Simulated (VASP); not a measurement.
# Rh (I4/mmm) in VASP: a series of runs

The runs below take Rh through single point, with PBEsol.

All numbers are computed with VASP 6.6.1; they aren't measurements. Logs are shortened: lines on timing, memory, paths and dates and some standing lists are left out, and cuts for length are marked.

### Step 1. The cell of the first run

Symmetry: I4/mmm, No. 139, tetragonal system. Conventional cell: a = 2.396 Å, b = 2.396 Å, c = 4.791 Å, α = 90.00°, β = 90.00°, γ = 90.00°. Rh (site symmetry 4/mmm) has 12 Rh at 2.40 to 2.93 Å within 3.2 Å.

### Step 2. Single point, PBEsol

Input file INCAR:

```
PREC = Accurate ; ENCUT = 520
EDIFF = 1E-7 ; ISMEAR = 0
SIGMA = 0.15 ; LREAL = F
LASPH = T ; NELM = 60
ALGO = Fast ; ISIF = 2
LWAVE = F ; LCHARG = F
GGA = PS ; NBANDS = 14
```

Input file KPOINTS:

```
regular mesh
0
Gamma
  24 24 24
```

Input file POSCAR:

```
Rh
1.0
    0.0000000000      1.6941737416      2.3955616707
    1.6941737416      0.0000000000      2.3955616707
    1.6941737416      1.6941737416      0.0000000000
Rh
1
Direct
    0.0000000000      0.0000000000      0.0000000000
```

Potentials or basis: VASP PAW PBE potentials, release 64 (Rh_pv).

Command:

```
> cat potpaw_PBE.64/Rh_pv/POTCAR > POTCAR
> mpirun -np 1 vasp_std > vasp.out
```

OUTCAR:

```text
PREC = Accurate
   ENCUT = 520
   EDIFF = 1E-7
   ISMEAR = 0
   LREAL = F
   LASPH = T
   NELM = 60
   ISIF = 2
   GGA = PS

 ion  position               nearest neighbor table
   1  0.000  0.000  0.000-

  LATTYP: Found a body centered tetragonal cell.
 ALAT       =     2.3959234824
 C/A-ratio  =     1.9996979773

  Lattice vectors:

 A1 = (  -1.6941737416,   0.0000000000,   2.3955616707)
 A2 = (   1.6941737416,   0.0000000000,   2.3955616707)
 A3 = (   0.0000000000,   1.6941737416,  -2.3955616707)

Analysis of symmetry for initial positions (statically):
=====================================================================
 Subroutine PRICEL returns:
 Original cell was already a primitive cell.

 Routine SETGRP: Setting up the symmetry group for a
 body centered tetragonal supercell.

 Subroutine GETGRP returns: Found 16 space group operations
 (whereof 16 operations were pure point group operations)
 out of a pool of 16 trial point group operations.

The static configuration has the point symmetry D_4h.

Analysis of symmetry for dynamics (positions and initial velocities):
=====================================================================
 Subroutine PRICEL returns:
 Original cell was already a primitive cell.

 Routine SETGRP: Setting up the symmetry group for a
 body centered tetragonal supercell.

 Subroutine GETGRP returns: Found 16 space group operations
 (whereof 16 operations were pure point group operations)
 out of a pool of 16 trial point group operations.

The dynamic configuration has the point symmetry D_4h.

 Subroutine INISYM returns: Found 16 space group operations
 (whereof 16 operations are pure point group operations),
 and found     1 'primitive' translations

----------------------------------------------------------------------------------------

                                     Primitive cell

  volume of cell :      13.7516

  direct lattice vectors                    reciprocal lattice vectors
     0.000000000  1.694173742  2.395561671    -0.295129117  0.295129117  0.208719319
     1.694173742  0.000000000  2.395561671     0.295129117 -0.295129117  0.208719319
     1.694173742  1.694173742  0.000000000     0.295129117  0.295129117 -0.208719319

  length of vectors
     2.934099587  2.934099587  2.395923482     0.466654203  0.466654203  0.466654203

  position of ions in fractional coordinates (direct lattice)
     0.000000000  0.000000000  0.000000000

  ion indices of the primitive-cell ions
   primitive index   ion index
                 1           1

----------------------------------------------------------------------------------------

 KPOINTS: regular mesh

Automatic generation of k-mesh.
 Grid dimensions read from file:
 generate k-points for:   24   24   24

 Generating k-lattice:

  Cartesian coordinates                     Fractional coordinates (reciprocal lattice)
    -0.012297047  0.012297047  0.008696638     0.041666667  0.000000000  0.000000000
     0.012297047 -0.012297047  0.008696638     0.000000000  0.041666667  0.000000000
     0.012297047  0.012297047 -0.008696638    -0.000000000 -0.000000000  0.041666667

  Length of vectors
     0.019443925  0.019443925  0.019443925

  Shift w.r.t. Gamma in fractional coordinates (k-lattice)
     0.000000000  0.000000000  0.000000000

 Subroutine IBZKPT returns following result:
 ===========================================

 Found   1063 irreducible k-points:

 Following reciprocal coordinates:
            Coordinates               Weight
  0.000000  0.000000  0.000000      1.000000
  0.041667  0.000000  0.000000      8.000000
  0.083333  0.000000  0.000000      8.000000
  0.125000  0.000000  0.000000      8.000000
  0.166667  0.000000  0.000000      8.000000
  0.208333  0.000000  0.000000      8.000000
[... 16 lines left out ...]
  0.416667  0.041667  0.000000      8.000000
  0.458333  0.041667  0.000000      8.000000
 [... further k-points ...]
   k-points           NKPTS =   1063   k-points in BZ     NKDIM =   1063   number of bands    NBANDS=     14
   number of dos      NEDOS =    301   number of ions     NIONS =      1
   total plane-waves  NPLWV =  10368
   dimension x,y,z NGX =    24 NGY =   24 NGZ =   18
   dimension x,y,z NGXF=    48 NGYF=   48 NGZF=   36
   ions per type =               1
   NGX,Y,Z   is equivalent  to a cutoff of  13.60, 13.60, 12.49 a.u.
   NGXF,Y,Z  is equivalent  to a cutoff of  27.20, 27.20, 24.98 a.u.
 SYSTEM =  unknown system
   PREC   = accura    normal or accurate (medium, high low for compatibility)
   ISTART =      0    job   : 0-new  1-cont  2-samecut
   ICHARG =      2    charge: 1-file 2-atom 10-const
   ISPIN  =      1    spin polarized calculation?
   LNONCOLLINEAR =      F non collinear calculations
   LSORBIT =      F    spin-orbit coupling
   LASPH  =      T    aspherical Exc in radial PAW
   ENCUT  =  520.0 eV  38.22 Ry    6.18 a.u.   5.46  5.46  4.45*2*pi/ulx,y,z
   NELM   =     60;   NELMIN=  2; NELMDL= -5     # of ELM steps
   EDIFF  = 0.1E-06   stopping-criterion for ELM
   LREAL  =      F    real-space projection
   EDIFFG = 0.1E-05   stopping-criterion for IOM
   NSW    =      0    number of steps for IOM
   IBRION =     -1    ionic relax: 0-MD 1-quasi-New 2-CG
   NFREE  =      0    steps in history (QN), initial steepest desc. (CG)
   ISIF   =      2    stress and relaxation
   ISYM   =      2    0-nonsym 1-usesym 2-fastsym
   POTIM  = 0.5000    time-step for ionic-motion
   TEBEG  =    0.0;   TEEND  =   0.0 temperature during run
   PSTRESS=    0.0 pullay stress
   NELECT =      15.0000    total number of electrons
   NUPDOWN=      -1.0000    fix difference up-down
   EMIN   =  10.00;   EMAX   =-10.00  energy-range for DOS
   EFERMI =   0.00;   METHOD = LEGACY
   ISMEAR =     0;   SIGMA  =   0.15  broadening in eV -4-tet -1-fermi 0-gaus
   EFERMI_NEDOS =   21; number of points for ismear=-14 and -15
   IALGO  =     68    algorithm
   IMIX   =      4    mixing-type and parameters
     AMIX     =   0.40;   BMIX     =  1.00
     AMIX_MAG =   1.60;   BMIX_MAG =  1.00
  volume/ion in A,a.u.               =      13.75        92.80
  Fermi-wavevector in a.u.,A,eV,Ry     =   1.685211  3.184586 38.639656  2.839935
  Thomas-Fermi vector in A             =   2.768095
   LORBIT       =      0    0 simple, 1 ext, 2 COOP (PROOUT), +10 PAW based schemes
   GGA     = PS    functional components
   LHFCALC =     F    Hartree Fock is set to
   AEXX    =    0.0000 exact exchange contribution
   IVDW    =     0    specifies the selected vdW correction
   LEPSILON=     F    determine dielectric tensor
   LRPA    =     F    only Hartree local field effects (RPA)
 non-spin polarized calculation
 RMM-DIIS sequential band-by-band and
 Gauss-broadening in eV      SIGMA  =   0.15
  energy-cutoff  :      520.00
  volume of cell :       13.75
 maximum number of plane-waves:       393
 NGX is ok and might be reduce to    24

 number of electron      14.9999998 magnetization

 Free energy of the ion-electron system (eV)
  ---------------------------------------------------
  ext. energy  EPLUGINS =         0.00000000
  ---------------------------------------------------
  free energy    TOTEN  =        -7.39198147 eV

  energy without entropy =       -7.37415764  energy(sigma->0) =       -7.38306956

 E-fermi :  11.7586     XC(G=0): -14.1512

 val. band max:       11.7558870575   @ k =   0.4167   0.1667   0.0417
 cond. band min:      11.7588595889   @ k =  -0.0417   0.5000   0.4583
 fundamental gap:      0.0029725315
 Fermi energy:        11.7585664026

 k-point     1 :       0.0000    0.0000    0.0000
  band No.  band energies     occupation
      1     -34.5175      2.00000
      2     -34.3439      2.00000
      3     -34.3439      2.00000
      4       3.7880      2.00000
      5       6.1388      2.00000
      6       7.9773      2.00000
      7      10.6514      2.00000
      8      10.6514      2.00000
      9      12.8335      0.00000
     10      27.4089      0.00000
     11      29.5846      0.00000
     12      32.4557      0.00000
     13      36.4379      0.00000
     14      36.4379      0.00000

 k-point     2 :       0.0417    0.0000    0.0000
  band No.  band energies     occupation
      1     -34.5187      2.00000
      2     -34.3655      2.00000
      3     -34.3426      2.00000
      4       3.8628      2.00000
      5       6.1833      2.00000
      6       8.0035      2.00000
      7      10.5769      2.00000
      8      10.6720      2.00000
      9      12.7818      0.00000
     10      27.4995      0.00000
     11      29.6642      0.00000
     12      32.4550      0.00000
     13      35.7240      0.00000
     14      36.5619      0.00000

 k-point     3 :       0.0833    0.0000    0.0000
  band No.  band energies     occupation
      1     -34.5228      2.00000
      2     -34.4280      2.00000
      3     -34.3388      2.00000
      4       4.0798      2.00000
      5       6.3143      2.00000
      6       8.0828      2.00000
      7      10.3736      2.00000
      8      10.7325      2.00000
      9      12.6334      0.00000
     10      27.7383      0.00000
     11      29.8792      0.00000
     12      32.4536      0.00000
     13      34.5034      0.00000
     14      36.9187      0.00000
[... 324 lines left out ...]
 k-point    23 :       0.4167    0.0417    0.0000
  band No.  band energies     occupation
      1     -35.3944      2.00000
      2     -34.5802      2.00000
      3     -34.2819      2.00000
      4       5.8467      2.00000
      5       7.0213      2.00000
      6      10.4590      2.00000
      7      11.3220      1.99996
      8      11.9290      0.10812
      9      12.0821      0.00229
     10      22.8214      0.00000
     11      25.4136      0.00000
     12      32.4556      0.00000
     13      34.2258      0.00000
     14      36.0399      0.00000

 k-point    24 :       0.4583    0.0417    0.0000
  band No.  band energies     occupation
      1     -35.4851      2.00000
      2     -34.5794      2.00000
      3     -34.2750      2.00000
      4       5.7851      2.00000
      5       7.0153      2.00000
      6      10.2947      2.00000
      7      11.9623      0.05472
      8      12.1589      0.00016
      9      12.5029      0.00000
     10      21.8763      0.00000
     11      24.9762      0.00000
     12      32.4558      0.00000
     13      33.9292      0.00000
     14      36.1153      0.00000

 [... further k-points ...]

------------------------ aborting loop because EDIFF is reached ----------------------------------------

  FORCE on cell =-STRESS in cart. coord.  units (eV):
  Direction    XX          YY          ZZ          XY          YZ          ZX
  --------------------------------------------------------------------------------------
  -------------------------------------------------------------------------------------
  Total        3.5684261      3.5684261     -2.5168252      0.0000000     -0.0000000      0.0000000
  in kB      415.7517074    415.7517074   -293.2313484      0.0000000     -0.0000000      0.0000000
  external PRESSURE =     179.4240222 kB  Pullay stress =       0.0000000 kB

 VOLUME and BASIS-vectors are now :
 -----------------------------------------------------------------------------
  energy-cutoff  :      520.00
  volume of cell :       13.75
      direct lattice vectors                 reciprocal lattice vectors
     0.000000000  1.694173742  2.395561671    -0.295129117  0.295129117  0.208719319
     1.694173742  0.000000000  2.395561671     0.295129117 -0.295129117  0.208719319
     1.694173742  1.694173742  0.000000000     0.295129117  0.295129117 -0.208719319

 POSITION                                       TOTAL-FORCE (eV/Angst)
 -----------------------------------------------------------------------------------
      0.00000      0.00000      0.00000         0.000000      0.000000     -0.000000
 -----------------------------------------------------------------------------------
    total drift:                                0.000000      0.000000      0.000000

  FREE ENERGIE OF THE ION-ELECTRON SYSTEM (eV)
  ---------------------------------------------------
  free  energy   TOTEN  =        -7.3919814735 eV

  energy  without entropy=       -7.3741576365  energy(sigma->0) =       -7.38306956
```

Wall time 4.7 min (1 thread of Intel Xeon 8259CL, shared host); peak memory 0.3 GiB.

Results:

```
Free energy            : -7.3920 eV
Pressure               : 17.9 GPa
Band gap on the k mesh : zero (an odd number of electrons rules out a gap without spin polarisation)
```

Levels at points of the mesh, in eV from the Fermi level:
```
           k point  band 5  band 6  band 7  band 8  band 9  band 10
(0.00, 0.00, 0.00)   -5.62   -3.78   -1.11   -1.11    1.07    15.65
(0.50, 0.00, 0.00)   -4.70   -1.60    0.43    0.73    1.07     9.52
(0.50, 0.50, 0.00)   -6.38   -0.53    0.83    0.83    1.33     6.50
(0.50, 0.00, 0.50)   -5.31   -1.24    0.03    3.17    6.11    11.00
```

Caveat: the stress differs along the axes, from -29 to 42 GPa; the PAW data sets were made with another functional, which shifts forces and pressure a little.

### Step 3. Single point, PBEsol

This run uses another cell than the first one, of the same volume but with other edges.

Input file INCAR:

```
PREC = Accurate ; ENCUT = 520
EDIFF = 1E-6 ; ISMEAR = 0
SIGMA = 0.15 ; LREAL = False
LASPH = True ; NELM = 80
ALGO = Fast ; ISIF = 2
LWAVE = False ; LCHARG = True
GGA = PS ; LELF = True
LVHAR = True ; NBANDS = 14
```

KPOINTS is that of step 2.

Input file POSCAR:

```
Rh
1.0
    0.0000000000      2.0074039489      1.7062933566
    2.0074039489      0.0000000000      1.7062933566
    2.0074039489      2.0074039489      0.0000000000
Rh
1
Direct
    0.0000000000      0.0000000000      0.0000000000
```

Potentials or basis: VASP PAW PBE potentials, release 64 (Rh_pv).

Command:

```
> cat potpaw_PBE.64/Rh_pv/POTCAR > POTCAR
> mpirun -np 1 vasp_std > vasp.out
```

OUTCAR:

```text
PREC = Accurate
   ENCUT = 520
   EDIFF = 1E-6
   ISMEAR = 0
   LREAL = False
   LASPH = True
   NELM = 80
   ISIF = 2
   GGA = PS

 ion  position               nearest neighbor table
   1  0.000  0.000  0.000-

  LATTYP: Found a body centered tetragonal cell.
 ALAT       =     2.8388978897
 C/A-ratio  =     1.2020815280

  Lattice vectors:

 A1 = (   0.0000000000,  -2.0074039489,  -1.7062933566)
 A2 = (   0.0000000000,   2.0074039489,  -1.7062933566)
[... 588 lines left out ...]
     14      35.2249      0.00000

 [... further k-points ...]

------------------------ aborting loop because EDIFF is reached ----------------------------------------

  FORCE on cell =-STRESS in cart. coord.  units (eV):
  Direction    XX          YY          ZZ          XY          YZ          ZX
  --------------------------------------------------------------------------------------
  -------------------------------------------------------------------------------------
  Total       -0.9845676     -0.9845676      1.4914665      0.0000000     -0.0000000      0.0000000
  in kB     -114.7104262   -114.7104262    173.7684215      0.0000000     -0.0000000      0.0000000
  external PRESSURE =     -18.5508103 kB  Pullay stress =       0.0000000 kB

 VOLUME and BASIS-vectors are now :
 -----------------------------------------------------------------------------
  energy-cutoff  :      520.00
  volume of cell :       13.75
      direct lattice vectors                 reciprocal lattice vectors
     0.000000000  2.007403949  1.706293357    -0.249077920  0.249077920  0.293032847
     2.007403949  0.000000000  1.706293357     0.249077920 -0.249077920  0.293032847
     2.007403949  2.007403949  0.000000000     0.249077920  0.249077920 -0.293032847

 POSITION                                       TOTAL-FORCE (eV/Angst)
 -----------------------------------------------------------------------------------
      0.00000      0.00000      0.00000         0.000000      0.000000      0.000000
 -----------------------------------------------------------------------------------
    total drift:                                0.000000     -0.000000      0.000000

  FREE ENERGIE OF THE ION-ELECTRON SYSTEM (eV)
  ---------------------------------------------------
  free  energy   TOTEN  =        -7.9845615881 eV

  energy  without entropy=       -7.9665181852  energy(sigma->0) =       -7.97553989
```

OSZICAR:

```text
N       E                     dE             d eps       ncg     rms          rms(c)
DAV:   1     0.120232422890E+03    0.12023E+03   -0.87751E+03 29852   0.115E+03
DAV:   2    -0.699490676041E+01   -0.12723E+03   -0.12163E+03 32950   0.342E+02
DAV:   3    -0.857774514823E+01   -0.15828E+01   -0.15802E+01 36106   0.419E+01
DAV:   4    -0.858351849606E+01   -0.57733E-02   -0.57730E-02 34204   0.260E+00
DAV:   5    -0.858356877511E+01   -0.50279E-04   -0.50279E-04 35338   0.214E-01    0.112E+01
RMM:   6    -0.800795895238E+01    0.57561E+00   -0.92415E-01 31867   0.937E+00    0.372E+00
RMM:   7    -0.798895612650E+01    0.19003E-01   -0.34380E-02 33222   0.198E+00    0.168E+00
RMM:   8    -0.798488377835E+01    0.40723E-02   -0.72078E-03 35409   0.978E-01    0.235E-01
RMM:   9    -0.798454909476E+01    0.33468E-03   -0.83775E-04 36595   0.322E-01    0.130E-02
RMM:  10    -0.798456213501E+01   -0.13040E-04   -0.90065E-05 36863   0.121E-01    0.102E-02
RMM:  11    -0.798456158813E+01    0.54688E-06   -0.67568E-06 34698   0.333E-02
   1 F= -.79845616E+01 E0= -.79755399E+01  d E =-.180434E-01
```

Wall time 4.2 min (1 thread of Intel Xeon 8259CL, shared host); peak memory 0.3 GiB.

What came out:

| Property | Result |
| --- | --- |
| Free energy | -7.9846 eV |
| Pressure | -1.9 GPa |
| Band gap on the k mesh | zero (an odd number of electrons rules out a gap without spin polarisation) |

Stress tensor (GPa, compression positive):
```
-11.47   0.00   0.00
  0.00 -11.47   0.00
  0.00   0.00  17.38
```

Levels at points of the mesh, in eV from the Fermi level:
```
           k point  band 3  band 4  band 5  band 6  band 7  band 8  band 9  band 10  band 11  band 12
(0.00, 0.00, 0.00)  -46.17   -7.99   -3.37   -3.37   -2.00   -1.87   -0.21    16.47    19.82    19.82
(0.50, 0.00, 0.00)  -46.23   -6.11   -3.96   -2.01    0.15    0.80    1.13     8.82    15.12    19.96
(0.50, 0.50, 0.00)  -46.66   -6.25   -6.05    0.66    1.10    1.10    5.81    11.37    11.37    15.50
(0.50, 0.00, 0.50)  -46.36   -6.24   -5.62    0.33    0.38    1.53    2.15    10.83    13.58    15.49
```

Caveat: the stress differs along the axes, from -11 to 17 GPa; the PAW data sets were made with another functional, which shifts forces and pressure a little.

(Part 1 of 2 ends here.)
